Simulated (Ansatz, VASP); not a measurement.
**BN in VASP and in Ansatz**

```xyz
2
Lattice="-0.2719 1.6855 1.8124 1.8124 -0.2719 1.8124 1.5405 1.4137 0.0000" Properties=species:S:1:pos:R:3 pbc="T T T"
B     0.0000    0.0000    0.0000
N     2.3108    2.1205    2.7186
```

Change from the starting cell: engineering shear strain xz -0.3000, normal strain along z -0.0700.

Alike in both runs: task single point; functional PBE; k mesh 12 × 12 × 12; occupations gaussian, width 0.05 eV; no spin polarisation.

|  | VASP | Ansatz |
| --- | --- | --- |
| version | VASP 6.6.1 | Ansatz 0.2.0 |
| potentials or method | VASP PAW PBE potentials, release 64 (B, N), cutoff 520 eV | scalar-relativistic, plane waves, PAW |
| valence electrons in the cell | 8 | 8 |

VASP gave:

```
gap on the k mesh at the Fermi level (eV)                     : 0.04
least direct gap on the mesh (eV)                             : 2.40
pressure (GPa)                                                : 85.6
traceless stress, the component that is largest in VASP (GPa) : 188.81
rms of the force components (eV/Å)                            : 1.202
```

Which values does Ansatz return?

gap on the k mesh at the Fermi level (eV): 0.05; least direct gap on the mesh (eV): 2.40; pressure (GPa): 85.0; traceless stress, the component that is largest in VASP (GPa): 187.96; rms of the force components (eV/Å): 1.174.

Atom by atom the forces differ by 0.028 eV/Å (rms over components). Both programs put the cell under a high pressure, so it lies far from rest at this level. The functional is the same, so the differences come from potentials, cutoffs and numerics.

Noted on VASP's run: the cell as given lies far from equilibrium.
